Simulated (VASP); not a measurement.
# WAu (Fm-3m) in VASP: notebook

The runs below take WAu through single point, relaxation of cell and atoms, with PBE.

All numbers are computed with VASP 6.6.1; they aren't measurements. Logs are shortened: lines on timing, memory, paths and dates and some standing lists are left out, and cuts for length are marked.

**1. The cell of the first run**

It takes space group Fm-3m (No. 225, cubic). The conventional cell has a = 5.359 Å, b = 5.359 Å, c = 5.359 Å, α = 90.00°, β = 90.00°, γ = 90.00°. Within 3.5 Å of W (site symmetry m-3m) lie 6 Au at 2.68 Å. Au (site symmetry m-3m) has 6 W at 2.68 Å within 3.5 Å.

**2. Single point, PBE**

Contents of INCAR:

```
SYSTEM = WAu
  PREC = Accurate
  ENCUT = 520
  EDIFF = 1E-7
  ISMEAR = 0
  SIGMA = 0.1
  LREAL = .FALSE.
  LASPH = .TRUE.
  NELM = 100
  ALGO = Normal
  ISIF = 2
  LWAVE = .FALSE.
  LCHARG = .FALSE.
  GGA = PE
  NBANDS = 20
```

Contents of KPOINTS:

```
Automatic mesh
0
G
  6 6 6
  0 0 0
```

Contents of POSCAR:

```
WAu
1.0
    0.0000000000      2.6795585624      2.6795585624
    2.6795585624      0.0000000000      2.6795585624
    2.6795585624      2.6795585624      0.0000000000
W Au
1 1
Direct
    0.0000000000      0.0000000000      0.0000000000
    0.5000000000      0.5000000000      0.5000000000
```

Potentials or basis: VASP PAW PBE potentials, release 64 (W_sv, Au).

Started as:

```console
$ cat potpaw_PBE.64/W_sv/POTCAR potpaw_PBE.64/Au/POTCAR > POTCAR
$ mpirun -np 1 vasp_std > vasp.out
```

OUTCAR:

```text
SYSTEM = WAu
   PREC = Accurate
   ENCUT = 520
   EDIFF = 1E-7
   ISMEAR = 0
   LREAL = .FALSE.
   LASPH = .TRUE.
   NELM = 100
   ISIF = 2
   GGA = PE

 ion  position               nearest neighbor table
   1  0.000  0.000  0.000-   2 2.68   2 2.68   2 2.68   2 2.68   2 2.68   2 2.68
   2  0.500  0.500  0.500-   1 2.68   1 2.68   1 2.68   1 2.68   1 2.68   1 2.68

  LATTYP: Found a face centered cubic cell.
 ALAT       =     5.3591171248

  Lattice vectors:

 A1 = (   0.0000000000,   2.6795585624,   2.6795585624)
 A2 = (   2.6795585624,   0.0000000000,   2.6795585624)
 A3 = (   2.6795585624,   2.6795585624,   0.0000000000)

Analysis of symmetry for initial positions (statically):
=====================================================================
 Subroutine PRICEL returns:
 Original cell was already a primitive cell.

 Routine SETGRP: Setting up the symmetry group for a
 face centered cubic supercell.

 Subroutine GETGRP returns: Found 48 space group operations
 (whereof 48 operations were pure point group operations)
 out of a pool of 48 trial point group operations.

The static configuration has the point symmetry O_h .

Analysis of symmetry for dynamics (positions and initial velocities):
=====================================================================
 Subroutine PRICEL returns:
 Original cell was already a primitive cell.

 Routine SETGRP: Setting up the symmetry group for a
 face centered cubic supercell.

 Subroutine GETGRP returns: Found 48 space group operations
 (whereof 48 operations were pure point group operations)
 out of a pool of 48 trial point group operations.

The dynamic configuration has the point symmetry O_h .

 Subroutine INISYM returns: Found 48 space group operations
 (whereof 48 operations are pure point group operations),
 and found     1 'primitive' translations

----------------------------------------------------------------------------------------

                                     Primitive cell

  volume of cell :      38.4786

  direct lattice vectors                    reciprocal lattice vectors
     0.000000000  2.679558562  2.679558562    -0.186597900  0.186597900  0.186597900
     2.679558562  0.000000000  2.679558562     0.186597900 -0.186597900  0.186597900
     2.679558562  2.679558562  0.000000000     0.186597900  0.186597900 -0.186597900

  length of vectors
     3.789468060  3.789468060  3.789468060     0.323197043  0.323197043  0.323197043

  position of ions in fractional coordinates (direct lattice)
     0.000000000  0.000000000  0.000000000
     0.500000000  0.500000000  0.500000000
[... 66 lines left out ...]
   ENCUT  =  520.0 eV  38.22 Ry    6.18 a.u.   7.05  7.05  7.05*2*pi/ulx,y,z
   NELM   =    100;   NELMIN=  2; NELMDL= -5     # of ELM steps
   EDIFF  = 0.1E-06   stopping-criterion for ELM
   LREAL  =      F    real-space projection
   EDIFFG = 0.1E-05   stopping-criterion for IOM
   NSW    =      0    number of steps for IOM
   IBRION =     -1    ionic relax: 0-MD 1-quasi-New 2-CG
   NFREE  =      0    steps in history (QN), initial steepest desc. (CG)
   ISIF   =      2    stress and relaxation
   ISYM   =      2    0-nonsym 1-usesym 2-fastsym
   POTIM  = 0.5000    time-step for ionic-motion
   TEBEG  =    0.0;   TEEND  =   0.0 temperature during run
   PSTRESS=    0.0 pullay stress
   NELECT =      25.0000    total number of electrons
   NUPDOWN=      -1.0000    fix difference up-down
   EMIN   =  10.00;   EMAX   =-10.00  energy-range for DOS
   EFERMI =   0.00;   METHOD = LEGACY
   ISMEAR =     0;   SIGMA  =   0.10  broadening in eV -4-tet -1-fermi 0-gaus
   EFERMI_NEDOS =   21; number of points for ismear=-14 and -15
   IALGO  =     38    algorithm
   IMIX   =      4    mixing-type and parameters
     AMIX     =   0.40;   BMIX     =  1.00
     AMIX_MAG =   1.60;   BMIX_MAG =  1.00
  volume/ion in A,a.u.               =      19.24       129.83
  Fermi-wavevector in a.u.,A,eV,Ry     =   1.417909  2.679459 27.354036  2.010465
  Thomas-Fermi vector in A             =   2.539090
   LORBIT       =      0    0 simple, 1 ext, 2 COOP (PROOUT), +10 PAW based schemes
   GGA     = PE    functional components
   LHFCALC =     F    Hartree Fock is set to
   AEXX    =    0.0000 exact exchange contribution
   IVDW    =     0    specifies the selected vdW correction
   LEPSILON=     F    determine dielectric tensor
   LRPA    =     F    only Hartree local field effects (RPA)
 non-spin polarized calculation
 Gauss-broadening in eV      SIGMA  =   0.10
  energy-cutoff  :      520.00
  volume of cell :       38.48
 maximum number of plane-waves:      1056
   NGX = 15   NGY = 15   NGZ = 15

 number of electron      24.9999999 magnetization

 Free energy of the ion-electron system (eV)
  ---------------------------------------------------
  ext. energy  EPLUGINS =         0.00000000
  ---------------------------------------------------
  free energy    TOTEN  =       -13.22042591 eV

  energy without entropy =      -13.21225355  energy(sigma->0) =      -13.21633973

 E-fermi :   8.7410     XC(G=0): -12.2237

 val. band max:        8.6647920698   @ k =  -0.1667   0.1667   0.0000
 cond. band min:       8.8078738253   @ k =   0.3333   0.3333   0.0000
 fundamental gap:      0.1430817555
 Fermi energy:         8.7409820810

 k-point     1 :       0.0000    0.0000    0.0000
  band No.  band energies     occupation
      1     -66.1317      2.00000
      2     -30.2450      2.00000
      3     -30.2450      2.00000
      4     -30.2450      2.00000
      5      -0.4068      2.00000
      6       2.0841      2.00000
[... 357 lines left out ...]
     19      20.3640      0.00000
     20      22.3536      0.00000

------------------------ aborting loop because EDIFF is reached ----------------------------------------

  FORCE on cell =-STRESS in cart. coord.  units (eV):
  Direction    XX          YY          ZZ          XY          YZ          ZX
  --------------------------------------------------------------------------------------
  -------------------------------------------------------------------------------------
  Total        0.0078159      0.0078159      0.0078159      0.0000000     -0.0000000      0.0000000
  in kB        0.3254409      0.3254409      0.3254409      0.0000000     -0.0000000      0.0000000
  external PRESSURE =       0.3254409 kB  Pullay stress =       0.0000000 kB

 VOLUME and BASIS-vectors are now :
 -----------------------------------------------------------------------------
  energy-cutoff  :      520.00
  volume of cell :       38.48
      direct lattice vectors                 reciprocal lattice vectors
     0.000000000  2.679558562  2.679558562    -0.186597900  0.186597900  0.186597900
     2.679558562  0.000000000  2.679558562     0.186597900 -0.186597900  0.186597900
     2.679558562  2.679558562  0.000000000     0.186597900  0.186597900 -0.186597900

 POSITION                                       TOTAL-FORCE (eV/Angst)
 -----------------------------------------------------------------------------------
      0.00000      0.00000      0.00000         0.000000     -0.000000      0.000000
      2.67956      2.67956      2.67956        -0.000000      0.000000     -0.000000
 -----------------------------------------------------------------------------------
    total drift:                                0.000000      0.000000      0.000000

  FREE ENERGIE OF THE ION-ELECTRON SYSTEM (eV)
  ---------------------------------------------------
  free  energy   TOTEN  =       -13.2204259076 eV

  energy  without entropy=      -13.2122535527  energy(sigma->0) =      -13.21633973
```

Wall time 29 s (1 thread of Intel Xeon 8259CL, shared host); peak memory 0.16 GiB.

What came out:

* Free energy: -13.2204 eV
* Pressure: 0.0 GPa
* Band gap on the k mesh: zero (an odd number of electrons rules out a gap without spin polarisation)

Caveat: spin-orbit coupling is left out, which moves the levels of the heavy elements.

[end of part 1 of 2]

The gap in the log of VASP goes by the Fermi energy; the results here count the filled bands.